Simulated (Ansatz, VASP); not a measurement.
**CoO: VASP beside Ansatz**

```xyz
2
Lattice="0.0000 2.3279 2.3279 2.3279 0.0000 2.3279 2.3279 2.3279 0.0000" Properties=species:S:1:pos:R:3 pbc="T T T"
Co    0.0000    0.0000    0.0000
O     1.1640    1.1640    1.1640
```

Change from the starting cell: volume scaled by 0.98.

Alike in both runs: task single point; functional PBE; k mesh 10 × 10 × 10; occupations fermi-dirac, width 0.05 eV; collinear spin.

```csv
,VASP,Ansatz
version,VASP 6.6.1,Ansatz 0.2.0
potentials or method,"VASP PAW PBE potentials, release 64 (Co, O), cutoff 520 eV","all-electron LAPW, scalar-relativistic"
```

```csv
,VASP,Ansatz,Ansatz less VASP
gap on the k mesh at the Fermi level (eV),none,none,-
pressure (GPa),-10.7,-10.4,+0.27
net moment per atom (μB),1.48,1.48,+0.003
size of the moment on the site where the two differ most (μB),0.32,0.33,+0.010
```

Site moments also hang on the region over which each program counts them. A gap of «none» marks a metal or a gap that the smearing closes. Ansatz ran all-electron here, and VASP with PAW potentials.
